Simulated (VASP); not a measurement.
# EuO (Fm-3m) in VASP: single point with PBE+U

Aim: the single point of EuO with PBE+U.

All numbers are computed with VASP 6.6.1; they aren't measurements. Logs are shortened: lines on timing, memory, paths and dates and some standing lists are left out, and cuts for length are marked.

## (1) The cell of the first run

Symmetry: Fm-3m, No. 225, cubic system. Conventional cell: a = 5.144 Å, b = 5.144 Å, c = 5.144 Å, α = 90.00°, β = 90.00°, γ = 90.00°. Eu (site symmetry m-3m) has 6 O at 2.57 Å within 3.4 Å. O (site symmetry m-3m) has 6 Eu at 2.57 Å within 3.4 Å.

## (2) Single point, PBE+U, collinear spin, zero start

The input, INCAR:

```
PREC     = Accurate       # precision mode
ENCUT    = 1340           # plane-wave cutoff, eV
EDIFF    = 1E-6           # SCF threshold, eV
ISMEAR   = 0              # smearing method
SIGMA    = 0.05           # smearing width, eV
LREAL    = F              # projectors in reciprocal space
LASPH    = T              # aspherical terms in the spheres
NELM     = 200            # most SCF steps
ALGO     = Normal         # electronic algorithm
ISIF     = 2              # what is computed and relaxed
LWAVE    = F              # write WAVECAR
LCHARG   = T              # write CHGCAR
ISPIN    = 2              # spin polarisation
MAGMOM   = 0 0            # initial moments
LORBIT   = 11             # projections on sites
NUPDOWN  = 0.0            # fixed moment
LMAXMIX  = 6              # l up to which the mixer works
LDAU     = T              # DFT+U
LDAUTYPE = 2            
LDAUL    = 3 -1           # shell
LDAUU    = 7 0            # U, eV
LDAUJ    = 0 0          
LDAUPRINT= 1            
GGA      = PE             # functional
LELF     = T              # ELF
LVHAR    = T            
NBANDS   = 22             # bands
GGA_COMPAT= F
```

The input, KPOINTS:

```
regular mesh
0
Gamma
  6 6 6
```

The input, POSCAR:

```
EuO
1.0
    0.0000000000      2.5719519700      2.5719519700
    2.5719519700      0.0000000000      2.5719519700
    2.5719519700      2.5719519700      0.0000000000
Eu O
1 1
Direct
    0.5000000000      0.5000000000      0.5000000000
    0.0000000000      0.0000000000      0.0000000000
```

Potentials or basis: VASP PAW PBE potentials, release 64 (Eu, O_h).

The run is started by

```console
cat potpaw_PBE.64/Eu/POTCAR potpaw_PBE.64/O_h/POTCAR > POTCAR
mpirun -np 1 vasp_std > vasp.out
```

OUTCAR:

```text
PREC = Accurate
   ENCUT = 1340
   EDIFF = 1E-6
   ISMEAR = 0
   LREAL = F
   LASPH = T
   NELM = 200
   ISIF = 2
   ISPIN = 2
   LORBIT = 11
   NUPDOWN = 0.0
   GGA = PE

 ion  position               nearest neighbor table
   1  0.500  0.500  0.500-
   2  0.000  0.000  0.000-

  LATTYP: Found a face centered cubic cell.
 ALAT       =     5.1439039400

  Lattice vectors:

 A1 = (   0.0000000000,   2.5719519700,   2.5719519700)
 A2 = (   2.5719519700,   0.0000000000,   2.5719519700)
 A3 = (   2.5719519700,   2.5719519700,   0.0000000000)

Analysis of symmetry for initial positions (statically):
=====================================================================
 Subroutine PRICEL returns:
 Original cell was already a primitive cell.

 Routine SETGRP: Setting up the symmetry group for a
 face centered cubic supercell.

 Subroutine GETGRP returns: Found 48 space group operations
 (whereof 48 operations were pure point group operations)
 out of a pool of 48 trial point group operations.

The static configuration has the point symmetry O_h .

Analysis of symmetry for dynamics (positions and initial velocities):
=====================================================================
 Subroutine PRICEL returns:
 Original cell was already a primitive cell.

 Routine SETGRP: Setting up the symmetry group for a
 face centered cubic supercell.

 Subroutine GETGRP returns: Found 48 space group operations
 (whereof 48 operations were pure point group operations)
 out of a pool of 48 trial point group operations.

The dynamic configuration has the point symmetry O_h .

Analysis of structural, dynamic, and magnetic symmetry:
=====================================================================
 Subroutine PRICEL returns:
 Original cell was already a primitive cell.

 Routine SETGRP: Setting up the symmetry group for a
 face centered cubic supercell.

 Subroutine GETGRP returns: Found 48 space group operations
 (whereof 48 operations were pure point group operations)
 out of a pool of 48 trial point group operations.

The overall configuration has the point symmetry O_h .

 Subroutine INISYM returns: Found 48 space group operations
 (whereof 48 operations are pure point group operations),
 and found     1 'primitive' translations

----------------------------------------------------------------------------------------

                                     Primitive cell

  volume of cell :      34.0266

  direct lattice vectors                    reciprocal lattice vectors
     0.000000000  2.571951970  2.571951970    -0.194404875  0.194404875  0.194404875
     2.571951970  0.000000000  2.571951970     0.194404875 -0.194404875  0.194404875
     2.571951970  2.571951970  0.000000000     0.194404875  0.194404875 -0.194404875
[... 115 lines left out ...]
 NGX is ok and might be reduce to    48
   NGX = 21   NGY = 21   NGZ = 21

 number of electron      23.0000000 magnetization       0.0000000

atom =   1  type =  1  l = 3

 onsite density matrix

spin component  1

  0.3857  0.0000 -0.4681 -0.0000 -0.0000 -0.0000  0.0000
  0.0000  0.0223 -0.0000  0.0000 -0.0000  0.0000 -0.0000
 -0.4681 -0.0000  0.6275 -0.0000  0.0000 -0.0000 -0.0000
 -0.0000  0.0000 -0.0000  0.0231 -0.0000  0.0000 -0.0000
 -0.0000 -0.0000  0.0000 -0.0000  0.6275  0.0000  0.4681
 -0.0000  0.0000 -0.0000  0.0000  0.0000  0.9901  0.0000
  0.0000 -0.0000 -0.0000 -0.0000  0.4681  0.0000  0.3857

spin component  2

  0.3857  0.0000 -0.4682 -0.0000 -0.0000 -0.0000  0.0000
  0.0000  0.0222 -0.0000  0.0000 -0.0000  0.0000 -0.0000
 -0.4682 -0.0000  0.6275 -0.0000  0.0000 -0.0000 -0.0000
 -0.0000  0.0000 -0.0000  0.0231 -0.0000  0.0000 -0.0000
 -0.0000 -0.0000  0.0000 -0.0000  0.6275  0.0000  0.4682
 -0.0000  0.0000 -0.0000  0.0000  0.0000  0.9901  0.0000
  0.0000 -0.0000 -0.0000 -0.0000  0.4682  0.0000  0.3857

 occupancies and eigenvectors

  o =  0.0222  v =  0.0000  0.0000  0.0000  0.0000  0.0000  0.0000  0.0000  0.0000 -1.0000  0.0000  0.0000  0.0000  0.0000 -0.0000      0.0000  0.0000  0.0000  0.0000  0.0000  0.0000  0.0000  0.0000  0.0000  0.0000  0.0000  0.0000  0.0000  0.0000
  o =  0.0223  v = -0.0000 -1.0000 -0.0000  0.0000 -0.0000  0.0000  0.0000  0.0000  0.0000  0.0000  0.0000  0.0000  0.0000  0.0000      0.0000  0.0000  0.0000  0.0000  0.0000  0.0000  0.0000  0.0000  0.0000  0.0000  0.0000  0.0000  0.0000  0.0000
  o =  0.0231  v =  0.0000  0.0000  0.0000  0.0000  0.0000  0.0000  0.0000 -0.0000 -0.0000 -0.0000 -1.0000  0.0002  0.0000 -0.0002      0.0000  0.0000  0.0000  0.0000  0.0000  0.0000  0.0000  0.0000  0.0000  0.0000  0.0000  0.0000  0.0000  0.0000
  o =  0.0231  v =  0.0000  0.0000  0.0000  0.0000  0.0000  0.0000  0.0000 -0.7906 -0.0000 -0.6124  0.0000  0.0005 -0.0000 -0.0007      0.0000  0.0000  0.0000  0.0000  0.0000  0.0000  0.0000  0.0000  0.0000  0.0000  0.0000  0.0000  0.0000  0.0000
  o =  0.0231  v =  0.0000  0.0000  0.0000  0.0000  0.0000  0.0000  0.0000  0.0007  0.0000  0.0005  0.0003  0.6124  0.0000 -0.7906      0.0000  0.0000  0.0000  0.0000  0.0000  0.0000  0.0000  0.0000  0.0000  0.0000  0.0000  0.0000  0.0000  0.0000
  o =  0.0231  v = -0.0000 -0.0000 -0.0000 -1.0000 -0.0000  0.0000  0.0001  0.0000  0.0000  0.0000  0.0000  0.0000  0.0000  0.0000      0.0000  0.0000  0.0000  0.0000  0.0000  0.0000  0.0000  0.0000  0.0000  0.0000  0.0000  0.0000  0.0000  0.0000
  o =  0.0231  v = -0.0000  0.0000 -0.0000  0.0001 -0.6124  0.0000  0.7906  0.0000  0.0000  0.0000  0.0000  0.0000  0.0000  0.0000      0.0000  0.0000  0.0000  0.0000  0.0000  0.0000  0.0000  0.0000  0.0000  0.0000  0.0000  0.0000  0.0000  0.0000
  o =  0.0231  v = -0.7906  0.0000 -0.6124  0.0000  0.0000 -0.0000 -0.0000  0.0000  0.0000  0.0000  0.0000  0.0000  0.0000  0.0000      0.0000  0.0000  0.0000  0.0000  0.0000  0.0000  0.0000  0.0000  0.0000  0.0000  0.0000  0.0000  0.0000  0.0000
  o =  0.9901  v =  0.0000  0.0000  0.0000  0.0000  0.0000  0.0000  0.0000 -0.0000 -0.0000  0.0000  0.0000  0.0001 -1.0000  0.0001      0.0000  0.0000  0.0000  0.0000  0.0000  0.0000  0.0000  0.0000  0.0000  0.0000  0.0000  0.0000  0.0000  0.0000
  o =  0.9901  v =  0.0000  0.0000  0.0000  0.0000  0.0000  0.0000  0.0000  0.0000  0.0000 -0.0000  0.0000 -0.7906 -0.0001 -0.6124      0.0000  0.0000  0.0000  0.0000  0.0000  0.0000  0.0000  0.0000  0.0000  0.0000  0.0000  0.0000  0.0000  0.0000
  o =  0.9901  v =  0.0000  0.0000  0.0000  0.0000  0.0000  0.0000  0.0000  0.6124 -0.0000 -0.7906  0.0000  0.0000 -0.0000  0.0000      0.0000  0.0000  0.0000  0.0000  0.0000  0.0000  0.0000  0.0000  0.0000  0.0000  0.0000  0.0000  0.0000  0.0000
  o =  0.9901  v = -0.0000 -0.0000  0.0000 -0.0000 -0.0001 -1.0000 -0.0000  0.0000  0.0000  0.0000  0.0000  0.0000  0.0000  0.0000      0.0000  0.0000  0.0000  0.0000  0.0000  0.0000  0.0000  0.0000  0.0000  0.0000  0.0000  0.0000  0.0000  0.0000
  o =  0.9901  v =  0.6124  0.0000 -0.7906  0.0000  0.0000 -0.0000  0.0000  0.0000  0.0000  0.0000  0.0000  0.0000  0.0000  0.0000      0.0000  0.0000  0.0000  0.0000  0.0000  0.0000  0.0000  0.0000  0.0000  0.0000  0.0000  0.0000  0.0000  0.0000
  o =  0.9901  v =  0.0000  0.0000 -0.0000 -0.0000 -0.7906  0.0001 -0.6124  0.0000  0.0000  0.0000  0.0000  0.0000  0.0000  0.0000      0.0000  0.0000  0.0000  0.0000  0.0000  0.0000  0.0000  0.0000  0.0000  0.0000  0.0000  0.0000  0.0000  0.0000

 number of electron      23.0000000 magnetization      -0.0000000

 Free energy of the ion-electron system (eV)
  ---------------------------------------------------
  ext. energy  EPLUGINS =         0.00000000
  ---------------------------------------------------
  free energy    TOTEN  =       -13.12534556 eV

  energy without entropy =      -13.12390521  energy(sigma->0) =      -13.12462539

 E-fermi :   5.8194     XC(G=0): -11.1156

 val. band max:        5.8042912695   @ k =  -0.1667   0.1667   0.0000
 cond. band min:       5.9327664359   @ k =  -0.3333   0.3333   0.0000
 fundamental gap:      0.1284751664
 Fermi energy:         5.8194268641

 spin component 1

 k-point     1 :       0.0000    0.0000    0.0000
  band No.  band energies     occupation
      1     -37.0894      1.00000
      2     -15.4168      1.00000
      3     -15.4168      1.00000
      4     -15.4168      1.00000
      5     -13.8773      1.00000
      6      -0.2912      1.00000
[... 389 lines left out ...]
     21      13.7383      0.00000
     22      14.5250      0.00000
 Fermi energy:         5.8194447058

 spin component 2

 k-point     1 :       0.0000    0.0000    0.0000
  band No.  band energies     occupation
      1     -37.0894      1.00000
      2     -15.4169      1.00000
      3     -15.4169      1.00000
      4     -15.4169      1.00000
      5     -13.8772      1.00000
      6      -0.2911      1.00000
[... 389 lines left out ...]
     21      13.7383      0.00000
     22      14.5250      0.00000

------------------------ aborting loop because EDIFF is reached ----------------------------------------

  FORCE on cell =-STRESS in cart. coord.  units (eV):
  Direction    XX          YY          ZZ          XY          YZ          ZX
  --------------------------------------------------------------------------------------
  -------------------------------------------------------------------------------------
  Total       -2.9809604     -2.9809604     -2.9809604     -0.0000000      0.0000000     -0.0000000
  in kB     -140.3615755   -140.3615755   -140.3615755     -0.0000000      0.0000000     -0.0000000
  external PRESSURE =    -140.3615755 kB  Pullay stress =       0.0000000 kB

 VOLUME and BASIS-vectors are now :
 -----------------------------------------------------------------------------
  energy-cutoff  :     1340.00
  volume of cell :       34.03
      direct lattice vectors                 reciprocal lattice vectors
     0.000000000  2.571951970  2.571951970    -0.194404875  0.194404875  0.194404875
     2.571951970  0.000000000  2.571951970     0.194404875 -0.194404875  0.194404875
     2.571951970  2.571951970  0.000000000     0.194404875  0.194404875 -0.194404875

 POSITION                                       TOTAL-FORCE (eV/Angst)
 -----------------------------------------------------------------------------------
      2.57195      2.57195      2.57195         0.000000      0.000000      0.000000
      0.00000      0.00000      0.00000         0.000000      0.000000     -0.000000
 -----------------------------------------------------------------------------------
    total drift:                               -0.000000     -0.000000     -0.000000

  FREE ENERGIE OF THE ION-ELECTRON SYSTEM (eV)
  ---------------------------------------------------
  free  energy   TOTEN  =       -13.1253455626 eV

  energy  without entropy=      -13.1239052121  energy(sigma->0) =      -13.12462539

 total charge

# of ion       s       p       d       f       tot
--------------------------------------------------
    1        2.015   5.636   0.664   6.114  14.429
    2        1.040   2.271   0.000   0.000   3.311
--------------------------------------------------
tot          3.056   7.906   0.664   6.114  17.740

 magnetization (x)

# of ion       s       p       d       f       tot
--------------------------------------------------
    1       -0.000  -0.000  -0.000   0.000  -0.000
    2        0.000   0.000   0.000   0.000   0.000
--------------------------------------------------
tot          0.000  -0.000  -0.000   0.000   0.000
```

Run time: 14 min. Hardware: 1 thread of Intel Xeon Platinum 8375C at 2.90GHz (Ice Lake), shared host; peak memory 0.47 GiB.

What came out:

| Item | Value |
| --- | --- |
| Free energy | -13.1253 eV |
| Pressure | -14.0 GPa |
| Net moment | 0.00 μB per cell |
| Valence electrons inside the program's atomic spheres | Eu 14.43; O 3.31 |

Eigenvalues of the final occupation matrices:
| site | spin | trace | eigenvalues |
| --- | --- | --- | --- |
| site 1 f | 1 | 3.06 | 0.02 0.02 0.02 0.02 0.99 0.99 0.99 |
| site 1 f | 2 | 3.06 | 0.02 0.02 0.02 0.02 0.99 0.99 0.99 |

Caveat: the cell stands under tension; spin-orbit coupling is left out, which moves the levels of the heavy elements; the total moment is fixed, so each spin has its own Fermi level.
